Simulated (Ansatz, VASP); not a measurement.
**Os in VASP and in Ansatz**

```
CELL_PARAMETERS angstrom
4.32336 0.00000 0.00000
-2.16168 3.74414 0.00000
0.00000 0.00000 2.73049
ATOMIC_POSITIONS crystal
Os 0.00000 0.00000 0.00000
Os 0.33333 0.66667 0.50000
Os 0.66667 0.33333 0.50000
```

Alike in both runs: task single point; functional BLYP; k mesh 9 × 9 × 13; occupations fermi-dirac, width 0.1 eV; no spin polarisation.

|  | VASP | Ansatz |
| --- | --- | --- |
| version | VASP 6.6.1 | Ansatz 0.2.0 |
| potentials or method | VASP PAW PBE potentials, release 64 (Os_sv_GW), cutoff 560 eV | plane waves (420 eV) with PAW, scalar-relativistic |
| valence electrons in the cell | 48 | 48 |

|  | VASP | Ansatz | Ansatz less VASP |
| --- | --- | --- | --- |
| pressure (GPa) | 14.7 | 14.4 | -0.29 |
| traceless stress, the component that is largest in VASP (GPa) | -1.54 | -1.25 | +0.287 |

VASP's potentials were made for PBE, not for BLYP. With one functional, cell and mesh, what is left measures potentials, basis and numerics.

Neither program's run includes spin-orbit coupling.
